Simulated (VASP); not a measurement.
**SnO: electric field gradients with PBEsol**

SnO:

```
Sn O
1.0
     3.72439    0.00000    0.00000
     0.00000    3.72439    0.00000
     0.00000    0.00000    4.73728
Sn O
2 2
Direct
  0.00000 0.50000 0.23850
  0.50000 0.00000 0.76150
  0.00000 0.00000 0.00000
  0.50000 0.50000 0.00000
```

| Property | Result |
| --- | --- |
| Program | VASP 6.6.1 |
| Task | electric field gradients |
| Functional | PBEsol |
| Potentials or basis | VASP PAW PBE potentials, release 64 (Sn_d, O) |
| Cutoff | 520 eV |
| k mesh | 8 × 8 × 6 |
| Occupations | fermi-dirac, width 0.01 eV |
| Spin | no spin polarisation |
| Dipole correction | no |
| Further INCAR settings | ALGO = Normal; EDIFF = 1e-08; NBANDS = 28 |

```
Pressure                                : 7.0 GPa
Largest force                           : 1.099 eV/Å
Band gap on the k mesh                  : zero (bands 20 and 21 overlap by 0.22 eV)
Largest electric field gradient by atom : Sn -170.8; O +2.6 V/Å²
```

Forces on the atoms (eV/Å):
```
Sn   0.000  0.000  1.099
Sn   0.000  0.000 -1.099
O    0.000  0.000  0.000
O    0.000  0.000  0.000
```

Stress tensor (GPa, compression positive):
```
7.75 0.00 0.00
0.00 7.75 0.00
0.00 0.00 5.64
```

Levels at points of the mesh, in eV from the Fermi level:
```tsv
k point	band 18	band 19	band 20	band 21	band 22	band 23
(0.00, 0.00, 0.00)	-3.67	-3.67	-0.01	2.14	4.20	4.66
(0.50, 0.00, 0.00)	-5.48	-3.09	-3.09	3.21	3.21	6.00
(0.50, 0.50, 0.00)	-2.96	-2.03	-2.03	-0.23	-0.23	4.24
(0.00, 0.00, 0.50)	-3.69	-2.99	-2.62	1.47	2.76	2.76
(0.50, 0.00, 0.50)	-5.44	-2.00	-2.00	2.54	2.54	5.43
(0.50, 0.50, 0.50)	-2.96	-2.93	-2.93	2.13	2.13	4.07
```

Electric field gradients, principal values (V/Å²):
| atom | least | middle | greatest (by size) |
| --- | --- | --- | --- |
| 1 Sn | 85.422 | 85.422 | -170.844 |
| 2 Sn | 85.422 | 85.422 | -170.844 |
| 3 O | -1.301 | -1.301 | 2.601 |
| 4 O | -1.301 | -1.301 | 2.601 |

Run time: 4.1 min on 1 thread of Intel Xeon 8259CL, on a shared host, peak memory 0.23 GiB.

Caveat: the cell stands under pressure; semilocal functionals underestimate gaps, and a narrow one can read as zero; without QUAD_EFG the Cq values of the log hold for a quadrupole moment of 1 mb, not for the nuclei; the PAW data sets were made with another functional, which shifts forces and pressure a little; spin-orbit coupling is left out, which moves the levels of the heavy elements.
